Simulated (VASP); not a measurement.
# Zn6GeH2O6 in VASP: single point with PBE+D3(BJ)

Aim: the single point of Zn6GeH2O6 with PBE+D3(BJ).

Program: VASP 6.6.1. These are calculated values, not measurements. Logs are shortened: lines on timing, memory, paths and dates and some standing lists are left out, and cuts for length are marked.

## (1) The cell of the first run

The cell holds a slab with vacuum, 15 atoms: a = 5.635 Å, b = 6.140 Å, c = 16.475 Å, α = 90.00°, β = 90.00°, γ = 117.31°.

## (2) Single point, PBE+D3(BJ)

INCAR

```
PREC = Accurate
ENCUT = 1000
EDIFF = 1E-6
ISMEAR = -1
SIGMA = 0.05
LREAL = Auto
LASPH = T
NELM = 120
ALGO = Normal
ISIF = 2
LWAVE = F
LCHARG = F
GGA = PE
IVDW = 12
NBANDS = 75
GGA_COMPAT = F
NELMDL = -8
```

KPOINTS

```
Automatic mesh
0
Gamma
  2 2 1
```

POSCAR

```
Zn6GeH2O6
1.0
    5.6348810000      0.0000000000      0.0000000000
   -2.8174400000      5.4554530000      0.0000000000
    0.0000000000      0.0000000000     16.4747620000
Zn O Ge H
6 6 1 2
Direct
    0.3333333300      0.0000000000      0.0606989000
    0.3562572420      0.5200078082      0.0772012164
    0.8795874429      0.0474138872      0.1440808113
    0.9018567059      0.5422043885      0.1434183001
    0.3368100725      0.0362152667      0.2245965150
    0.4735583640      0.6620874132      0.2593042200
    0.1399284490      0.6660786589      0.0445369707
    0.1441320908      0.1829291807      0.0593696004
    0.6533439898      0.6864520426      0.1484245948
    0.6246194968      0.1842753137      0.1448850694
    0.1587275398      0.6862860561      0.2332292630
    0.0965879550      0.1625641116      0.2535545710
   -0.1504445919     -0.0236693178      0.3344006693
    0.0154909810     -0.0838138296      0.3974100964
   -0.2086000637      0.1778167954      0.3741044720
```

Potentials or basis: VASP PAW PBE potentials, release 64 (Zn, O_h, Ge_d, H_h).

Launch:

```bash
> cat potpaw_PBE.64/Zn/POTCAR potpaw_PBE.64/O_h/POTCAR potpaw_PBE.64/Ge_d/POTCAR potpaw_PBE.64/H_h/POTCAR > POTCAR
> mpirun -np 1 vasp_std > vasp.out
```

OUTCAR:

```text
PREC = Accurate
   ENCUT = 1000
   EDIFF = 1E-6
   ISMEAR = -1
   LREAL = Auto
   LASPH = T
   NELM = 120
   ISIF = 2
   GGA = PE
   IVDW = 12
   NELMDL = -8
 IVDW          = 12

 ion  position               nearest neighbor table
   1  0.333  0.000  0.061-   7 1.85   8 1.87  10 2.05   5 2.71   2 3.02   3 3.03
   2  0.356  0.520  0.077-   8 1.88   7 1.89   9 1.91   4 2.84   1 3.02
   3  0.880  0.047  0.144-   8 1.93  10 1.97   9 1.99  12 2.11   5 2.93   4 2.98   1 3.03
   4  0.902  0.542  0.143-   9 1.97  11 1.97   7 2.02  10 2.03   2 2.84   3 2.98
   5  0.337  0.036  0.225-  12 1.90  11 1.91  10 1.96   1 2.71   6 2.80   3 2.93
   6  0.474  0.662  0.259-  11 1.90   9 2.06  13 2.45   5 2.80
   7  0.140  0.666  0.045-   1 1.85   2 1.89   4 2.02
   8  0.144  0.183  0.059-   1 1.87   2 1.88   3 1.93
   9  0.653  0.686  0.148-   2 1.91   4 1.97   3 1.99   6 2.06
  10  0.625  0.184  0.145-   5 1.96   3 1.97   4 2.03   1 2.05
  11  0.159  0.686  0.233-   6 1.90   5 1.91   4 1.97
  12  0.097  0.163  0.254-  13 1.89   5 1.90   3 2.11
  13  0.850  0.976  0.334-  14 1.55  15 1.56  12 1.89   6 2.45
  14  0.015  0.916  0.397-  13 1.55
  15  0.791  0.178  0.374-  13 1.56

  LATTYP: Found a base centered orthorhombic cell.
 ALAT       =     5.6348810000
 B/A-ratio  =     1.9363152478
 C/A-ratio  =     2.9237107226

  Lattice vectors:

 A1 = (   2.8174400000,  -5.4554530000,   0.0000000000)
 A2 = (   2.8174410000,   5.4554530000,   0.0000000000)
 A3 = (   0.0000000000,   0.0000000000,  16.4747620000)

Analysis of symmetry for initial positions (statically):
=====================================================================
 Subroutine PRICEL returns:
 Original cell was already a primitive cell.

 Routine SETGRP: Setting up the symmetry group for a
 base centered orthorhombic supercell.

 Subroutine GETGRP returns: Found  1 space group operations
 (whereof  1 operations were pure point group operations)
 out of a pool of  8 trial point group operations.

The static configuration has the point symmetry C_1 .

Analysis of symmetry for dynamics (positions and initial velocities):
=====================================================================
 Subroutine PRICEL returns:
 Original cell was already a primitive cell.

 Routine SETGRP: Setting up the symmetry group for a
[... 124 lines left out ...]
   EMIN   =  10.00;   EMAX   =-10.00  energy-range for DOS
   EFERMI =   0.00;   METHOD = LEGACY
   ISMEAR =    -1;   SIGMA  =   0.05  broadening in eV -4-tet -1-fermi 0-gaus
   EFERMI_NEDOS =   21; number of points for ismear=-14 and -15
   IALGO  =     38    algorithm
   IMIX   =      4    mixing-type and parameters
     AMIX     =   0.40;   BMIX     =  1.00
     AMIX_MAG =   1.60;   BMIX_MAG =  1.00
  volume/ion in A,a.u.               =      33.76       227.85
  Fermi-wavevector in a.u.,A,eV,Ry     =   1.024166  1.935394 14.271377  1.048917
  Thomas-Fermi vector in A             =   2.157939
   LORBIT       =      0    0 simple, 1 ext, 2 COOP (PROOUT), +10 PAW based schemes
   GGA     = PE    functional components
   LHFCALC =     F    Hartree Fock is set to
   AEXX    =    0.0000 exact exchange contribution
   IVDW    =    12    specifies the selected vdW correction
   LEPSILON=     F    determine dielectric tensor
   LRPA    =     F    only Hartree local field effects (RPA)
 non-spin polarized calculation
  energy-cutoff  :     1000.00
  volume of cell :      506.45
 maximum number of plane-waves:     36382
 NGX is ok and might be reduce to    60
   NGX = 29   NGY = 31   NGZ = 85

 number of electron     124.0000003 magnetization

 Free energy of the ion-electron system (eV)
  ---------------------------------------------------
  ext. energy  EPLUGINS =         0.00000000
  ---------------------------------------------------
  free energy    TOTEN  =       -60.44652441 eV

  energy without entropy =      -60.44652433  energy(sigma->0) =      -60.44652437

 E-fermi :  -2.3456     XC(G=0):  -4.5907

 val. band max:       -3.1600393643   @ k =   0.0000   0.0000   0.0000
 cond. band min:      -1.5365998510   @ k =   0.0000   0.0000   0.0000
 fundamental gap:      1.6234395132
 Fermi energy:        -2.3456094153

 k-point     1 :       0.0000    0.0000    0.0000
  band No.  band energies     occupation
      1     -26.4798      2.00000
      2     -26.3579      2.00000
      3     -26.3300      2.00000
      4     -26.2905      2.00000
      5     -26.2634      2.00000
      6     -21.1443      2.00000
[... 297 lines left out ...]
     73       3.8422      0.00000
     74       3.9026      0.00000
 [bands above 74 left out]

------------------------ aborting loop because EDIFF is reached ----------------------------------------

 Edisp (eV)   -1.91945

 E8    (eV) :    -0.7586

  FORCE on cell =-STRESS in cart. coord.  units (eV):
  Direction    XX          YY          ZZ          XY          YZ          ZX
  --------------------------------------------------------------------------------------
  -------------------------------------------------------------------------------------
  Total       3.06145     1.52137     0.40813    -5.86148     0.00557     0.00412
  in kB       9.68508     4.81295     1.29113   -18.54313     0.01761     0.01304
  external pressure =        5.26 kB  Pullay stress =        0.00 kB

 VOLUME and BASIS-vectors are now :
 -----------------------------------------------------------------------------
  energy-cutoff  :     1000.00
  volume of cell :      506.45
      direct lattice vectors                 reciprocal lattice vectors
     5.634881000  0.000000000  0.000000000     0.177466037  0.091651401  0.000000000
    -2.817440000  5.455453000  0.000000000     0.000000000  0.183302835  0.000000000
     0.000000000  0.000000000 16.474762000     0.000000000  0.000000000  0.060698904

 POSITION                                       TOTAL-FORCE (eV/Angst)
 -----------------------------------------------------------------------------------
      1.87829      0.00000      1.00000         0.048318      0.042254     -0.009771
      0.54238      2.83688      1.27187         0.022462      0.015241     -0.014123
      4.82278      0.25866      2.37370         0.024959     -0.010166      0.009719
      3.55423      2.95797      2.36278         0.019965     -0.010012     -0.000478
      1.79585      0.19757      3.70017         0.040186      0.009985      0.011957
      0.80305      3.61199      4.27198         0.071663     -0.017220      0.049027
     -1.08816      3.63376      0.73374        -0.036010     -0.054227     -0.070572
      0.29678      0.99796      0.97810        -0.049819      0.001101     -0.068035
      1.74748      3.74491      2.44526        -0.006653      0.002582      0.011809
      3.00047      1.00531      2.38695        -0.008743      0.026732     -0.016410
     -1.03916      3.74400      3.84240        -0.064351     -0.055547      0.040259
      0.08625      0.88686      4.17725        -0.067938      0.040452      0.051119
      2.03639      5.32633      5.50917         0.024292      0.026942      0.040915
     -2.49401      4.99821      6.54724        -0.035816      0.010050     -0.022853
      3.95846      0.97007      6.16328         0.017484     -0.028167     -0.012562
 -----------------------------------------------------------------------------------
    total drift:                               -0.000649      0.006228      0.002083

  FREE ENERGIE OF THE ION-ELECTRON SYSTEM (eV)
  ---------------------------------------------------
  free  energy   TOTEN  =       -62.3659726768 eV

  energy  without entropy=      -62.3659725951  energy(sigma->0) =      -62.36597264
```

OSZICAR:

```text
N       E                     dE             d eps       ncg     rms          rms(c)
DAV:   1     0.160534260370E+04    0.16053E+04   -0.76387E+04   732   0.288E+03
DAV:   2     0.398685351018E+03   -0.12067E+04   -0.11560E+04   608   0.761E+02
DAV:   3     0.163525547992E+02   -0.38233E+03   -0.37003E+03   796   0.258E+02
[... 23 lines left out ...]
DAV:  27    -0.604465129454E+02   -0.23566E-04   -0.81717E-07   456   0.832E-03    0.206E-03
DAV:  28    -0.604465183816E+02   -0.54362E-05   -0.30519E-07   480   0.473E-03    0.133E-03
DAV:  29    -0.604465222467E+02   -0.38651E-05   -0.20228E-07   440   0.269E-03    0.707E-04
DAV:  30    -0.604465239041E+02   -0.16574E-05   -0.13091E-07   472   0.240E-03    0.309E-04
DAV:  31    -0.604465244140E+02   -0.50997E-06   -0.45799E-08   416   0.148E-03
   1 F= -.62365973E+02 E0= -.62365973E+02  d E =-.817674E-07
```

Run time: 55 min. Hardware: 1 thread of AMD EPYC, shared host; peak memory 1.4 GiB.

What came out:

- Free energy: -62.3660 eV
- Largest force: 0.096 eV/Å
- Band gap on the k mesh: 1.62 eV
- Dispersion energy per atom: -0.128 eV

Forces in eV/Å, atoms in the order of the input:
```
Zn   0.048  0.042 -0.010
Zn   0.022  0.015 -0.014
Zn   0.025 -0.010  0.010
Zn   0.020 -0.010  0.000
Zn   0.040  0.010  0.012
Zn   0.072 -0.017  0.049
O   -0.036 -0.054 -0.071
O   -0.050  0.001 -0.068
O   -0.007  0.003  0.012
O   -0.009  0.027 -0.016
O   -0.064 -0.056  0.040
O   -0.068  0.040  0.051
Ge   0.024  0.027  0.041
H   -0.036  0.010 -0.023
H    0.017 -0.028 -0.013
```

Levels at points of the mesh, in eV from the valence-band top:
| k point | band 58 | band 59 | band 60 | band 61 | band 62 | band 63 | band 64 | band 65 | band 66 | band 67 |
| --- | --- | --- | --- | --- | --- | --- | --- | --- | --- | --- |
| (0.00, 0.00, 0.00) | -0.87 | -0.59 | -0.52 | -0.22 | 0.00 | 1.62 | 3.43 | 3.75 | 4.16 | 5.05 |
| (0.50, 0.00, 0.00) | -0.86 | -0.78 | -0.54 | -0.30 | -0.19 | 2.78 | 3.44 | 3.91 | 4.16 | 4.68 |
| (0.50, 0.50, 0.00) | -0.97 | -0.78 | -0.76 | -0.49 | -0.30 | 2.93 | 3.59 | 3.94 | 4.29 | 4.63 |
| (0.00, 0.50, 0.00) | -1.34 | -0.79 | -0.69 | -0.54 | -0.13 | 2.61 | 3.42 | 3.79 | 4.10 | 4.49 |

Caveat: the k points lie up to 0.63 Å⁻¹ apart; there is no dipole correction, which matters where the two faces differ.
